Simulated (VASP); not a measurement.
# MgB in VASP: single point with PBE

Aim: the single point of MgB with PBE.

All numbers are computed with VASP 6.6.1; they aren't measurements. Logs are shortened: lines on timing, memory, paths and dates and some standing lists are left out, and cuts for length are marked.

### Step 1. The cell of the first run

The typed cell holds 4 atoms: a = 3.441 Å, b = 3.441 Å, c = 4.158 Å, α = 90.00°, β = 90.00°, γ = 60.00°.

### Step 2. Single point, PBE

File INCAR:

```
SYSTEM = MgB
PREC = Accurate
ENCUT = 520
EDIFF = 1E-6
ISMEAR = 1
SIGMA = 0.0555
LREAL = .FALSE.
LASPH = .TRUE.
NELM = 80
ALGO = Normal
ISIF = 2
LWAVE = .FALSE.
LCHARG = .TRUE.
GGA = PE
LELF = .TRUE.
LVHAR = .TRUE.
NBANDS = 13
```

File KPOINTS:

```
Automatic mesh
0
G
  9 9 6
  0 0 0
```

File POSCAR:

```
MgB
1.0
    1.7203910000      2.9798020000      0.0000000000
   -1.7203910000      2.9798020000      0.0000000000
    0.0000000000      0.0000000000      4.1580390000
Mg B
2 2
Direct
    0.3333000000      0.3334000000      0.2500000000
    0.6666000000      0.6667000000      0.7500000000
    0.0000000000      0.0000000000      0.0000000000
    0.0000000000      0.0000000000      0.5000000000
```

Potentials or basis: VASP PAW PBE potentials, release 64 (Mg, B).

Started as:

```sh
$ cat potpaw_PBE.64/Mg/POTCAR potpaw_PBE.64/B/POTCAR > POTCAR
$ mpirun -np 1 vasp_std > vasp.out
```

OUTCAR:

```text
SYSTEM = MgB
   PREC = Accurate
   ENCUT = 520
   EDIFF = 1E-6
   ISMEAR = 1
   LREAL = .FALSE.
   LASPH = .TRUE.
   NELM = 80
   ISIF = 2
   GGA = PE

 ion  position               nearest neighbor table
   1  0.333  0.333  0.250-   3 2.24   4 2.24   3 2.24   4 2.24   3 2.24   4 2.24   2 2.88   2 2.88
                             2 2.88   2 2.88   2 2.88   2 2.88
   2  0.667  0.667  0.750-   3 2.24   4 2.24   3 2.24   4 2.24   3 2.24   4 2.24   1 2.88   1 2.88
                             1 2.88   1 2.88   1 2.88   1 2.88
   3  0.000  0.000  0.000-   4 2.08   4 2.08   2 2.24   1 2.24   2 2.24   1 2.24   2 2.24   1 2.24

   4  0.000  0.000  0.500-   3 2.08   3 2.08   2 2.24   1 2.24   2 2.24   1 2.24   2 2.24   1 2.24

  LATTYP: Found a hexagonal cell.
 ALAT       =     3.4407797302
 C/A-ratio  =     1.2084583513

  Lattice vectors:

 A1 = (   1.7203910000,  -2.9798020000,   0.0000000000)
 A2 = (   1.7203910000,   2.9798020000,   0.0000000000)
 A3 = (   0.0000000000,   0.0000000000,   4.1580390000)

Analysis of symmetry for initial positions (statically):
=====================================================================
 Subroutine PRICEL returns:
 Original cell was already a primitive cell.

 Routine SETGRP: Setting up the symmetry group for a
 hexagonal supercell.

 Subroutine GETGRP returns: Found  4 space group operations
 (whereof  2 operations were pure point group operations)
 out of a pool of 24 trial point group operations.

The static configuration has the point symmetry C_2 .
 The point group associated with its full space group is C_2v.

Analysis of symmetry for dynamics (positions and initial velocities):
=====================================================================
 Subroutine PRICEL returns:
 Original cell was already a primitive cell.

 Routine SETGRP: Setting up the symmetry group for a
 hexagonal supercell.

 Subroutine GETGRP returns: Found  4 space group operations
 (whereof  2 operations were pure point group operations)
 out of a pool of 24 trial point group operations.

The dynamic configuration has the point symmetry C_2 .
 The point group associated with its full space group is C_2v.

 Subroutine INISYM returns: Found  4 space group operations
 (whereof  2 operations are pure point group operations),
 and found     1 'primitive' translations

----------------------------------------------------------------------------------------

                                     Primitive cell

  volume of cell :      42.6317

[... 100 lines left out ...]
   POTIM  = 0.5000    time-step for ionic-motion
   TEBEG  =    0.0;   TEEND  =   0.0 temperature during run
   PSTRESS=    0.0 pullay stress
   NELECT =      10.0000    total number of electrons
   NUPDOWN=      -1.0000    fix difference up-down
   EMIN   =  10.00;   EMAX   =-10.00  energy-range for DOS
   EFERMI =   0.00;   METHOD = LEGACY
   ISMEAR =     1;   SIGMA  =   0.06  broadening in eV -4-tet -1-fermi 0-gaus
   EFERMI_NEDOS =   21; number of points for ismear=-14 and -15
   IALGO  =     38    algorithm
   IMIX   =      4    mixing-type and parameters
     AMIX     =   0.40;   BMIX     =  1.00
     AMIX_MAG =   1.60;   BMIX_MAG =  1.00
  volume/ion in A,a.u.               =      10.66        71.92
  Fermi-wavevector in a.u.,A,eV,Ry     =   1.009634  1.907931 13.869235  1.019360
  Thomas-Fermi vector in A             =   2.142574
   LORBIT       =      0    0 simple, 1 ext, 2 COOP (PROOUT), +10 PAW based schemes
   GGA     = PE    functional components
   LHFCALC =     F    Hartree Fock is set to
   AEXX    =    0.0000 exact exchange contribution
   IVDW    =     0    specifies the selected vdW correction
   LEPSILON=     F    determine dielectric tensor
   LRPA    =     F    only Hartree local field effects (RPA)
 non-spin polarized calculation
 Methfessel and Paxton  Order N= 1 SIGMA  =   0.06
  energy-cutoff  :      520.00
  volume of cell :       42.63
 maximum number of plane-waves:      1166
 NGX is ok and might be reduce to    28
   NGX = 13   NGY = 13   NGZ = 15

 number of electron      10.0000000 magnetization

 Free energy of the ion-electron system (eV)
  ---------------------------------------------------
  ext. energy  EPLUGINS =         0.00000000
  ---------------------------------------------------
  free energy    TOTEN  =       -13.06732128 eV

  energy without entropy =      -13.06813198  energy(sigma->0) =      -13.06759152

 E-fermi :   5.0538     XC(G=0): -10.7294

 val. band max:        5.0095223228   @ k =  -0.1111   0.2222   0.5000
 cond. band min:       5.1106027668   @ k =   0.4444   0.4444   0.5000
 fundamental gap:      0.1010804440
 Fermi energy:         5.0537603317

 k-point     1 :       0.0000    0.0000    0.0000
  band No.  band energies     occupation
      1      -6.2995      2.00000
      2       0.3932      2.00000
      3       1.3589      2.00000
      4       4.5997      2.00000
      5       4.5999      2.00000
      6       9.3635      0.00000
      7       9.3640      0.00000
      8      10.2465      0.00000
      9      12.1689      0.00000
     10      12.1691      0.00000
     11      13.8153      0.00000
     12      17.4567      0.00000
     13      17.7333      0.00000
[... 354 lines left out ...]
  band No.  band energies     occupation
      1      -3.8170      2.00000
      2      -0.3282      2.00000
      3       1.3594      2.00000
      4       1.6110      2.00000
      5       3.7212      2.00000
      6       5.5064     -0.00000
      7       6.7096      0.00000
      8      10.0372      0.00000
      9      12.4657      0.00000
     10      12.8997      0.00000
     11      15.1371      0.00000
     12      17.6126      0.00000
     13      17.6971      0.00000

 [... further k-points ...]
[... 5 lines left out ...]
  --------------------------------------------------------------------------------------
  -------------------------------------------------------------------------------------
  Total       11.4848472     11.4809414     -1.6604251      0.0000000      0.0000000      0.0000000
  in kB      431.6211146    431.4743266    -62.4017478      0.0000000      0.0000000      0.0000000
  external PRESSURE =     266.8978978 kB  Pullay stress =       0.0000000 kB

 VOLUME and BASIS-vectors are now :
 -----------------------------------------------------------------------------
  energy-cutoff  :      520.00
  volume of cell :       42.63
      direct lattice vectors                 reciprocal lattice vectors
     1.720391000  2.979802000  0.000000000     0.290631606  0.167796384  0.000000000
    -1.720391000  2.979802000  0.000000000    -0.290631606  0.167796384  0.000000000
     0.000000000  0.000000000  4.158039000     0.000000000  0.000000000  0.240497985

 POSITION                                       TOTAL-FORCE (eV/Angst)
 -----------------------------------------------------------------------------------
     -0.00017      1.98663      1.03951         0.001951     -0.001478      0.000000
     -0.00017      3.97297      3.11853         0.001951      0.001478     -0.000000
      0.00000      0.00000      0.00000        -0.001951     -0.000000      0.000000
      0.00000      0.00000      2.07902        -0.001951     -0.000000      0.000000
 -----------------------------------------------------------------------------------
    total drift:                                0.000000      0.000000     -0.000000

  FREE ENERGIE OF THE ION-ELECTRON SYSTEM (eV)
  ---------------------------------------------------
  free  energy   TOTEN  =       -13.0673212817 eV

  energy  without entropy=      -13.0681319849  energy(sigma->0) =      -13.06759152
```

OSZICAR:

```text
N       E                     dE             d eps       ncg     rms          rms(c)
DAV:   1     0.107588058501E+02    0.10759E+02   -0.41964E+03  2600   0.656E+02
DAV:   2    -0.130193172449E+02   -0.23778E+02   -0.22608E+02  3411   0.102E+02
DAV:   3    -0.139298129014E+02   -0.91050E+00   -0.90053E+00  3440   0.164E+01
DAV:   4    -0.139340714428E+02   -0.42585E-02   -0.42580E-02  2820   0.128E+00
DAV:   5    -0.139340956992E+02   -0.24256E-04   -0.24256E-04  3429   0.107E-01    0.374E+00
DAV:   6    -0.131972388969E+02    0.73686E+00   -0.93979E-01  2985   0.458E+00    0.180E+00
DAV:   7    -0.130693597267E+02    0.12788E+00   -0.46277E-01  3248   0.322E+00    0.674E-01
DAV:   8    -0.130691550279E+02    0.20470E-03   -0.28882E-02  2780   0.108E+00    0.173E-01
DAV:   9    -0.130673079703E+02    0.18471E-02   -0.47136E-03  3040   0.332E-01    0.424E-02
DAV:  10    -0.130673543972E+02   -0.46427E-04   -0.40895E-04  3263   0.106E-01    0.287E-02
DAV:  11    -0.130673225471E+02    0.31850E-04   -0.74609E-05  3043   0.451E-02    0.688E-03
DAV:  12    -0.130673213258E+02    0.12213E-05   -0.59979E-06  3385   0.132E-02    0.130E-03
DAV:  13    -0.130673212817E+02    0.44121E-07   -0.30900E-07  1760   0.309E-03
   1 F= -.13067321E+02 E0= -.13067592E+02  d E =0.810703E-03
```

It took 25 s on 1 thread of AMD EPYC 9R45 (Zen 5), shared host; peak memory 0.17 GiB.

Results:

* Free energy: -13.0673 eV
* Pressure: 26.7 GPa
* Band gap on the k mesh: zero (band 5 reaches 6.33 eV, above the bottom of band 6 at 2.34 eV)

Forces on the atoms (eV/Å):
```
Mg   0.002 -0.001  0.000
Mg   0.002  0.001  0.000
B   -0.002  0.000  0.000
B   -0.002  0.000  0.000
```

Levels at points of the mesh, in eV from the Fermi level:
| k point | band 2 | band 3 | band 4 | band 5 | band 6 | band 7 | band 8 | band 9 |
| --- | --- | --- | --- | --- | --- | --- | --- | --- |
| (0.00, 0.00, 0.00) | -4.66 | -3.69 | -0.45 | -0.45 | 4.31 | 4.31 | 5.19 | 7.12 |
| (0.00, 0.00, 0.50) | -9.50 | 1.28 | 1.28 | 1.28 | 1.28 | 3.38 | 3.38 | 8.20 |
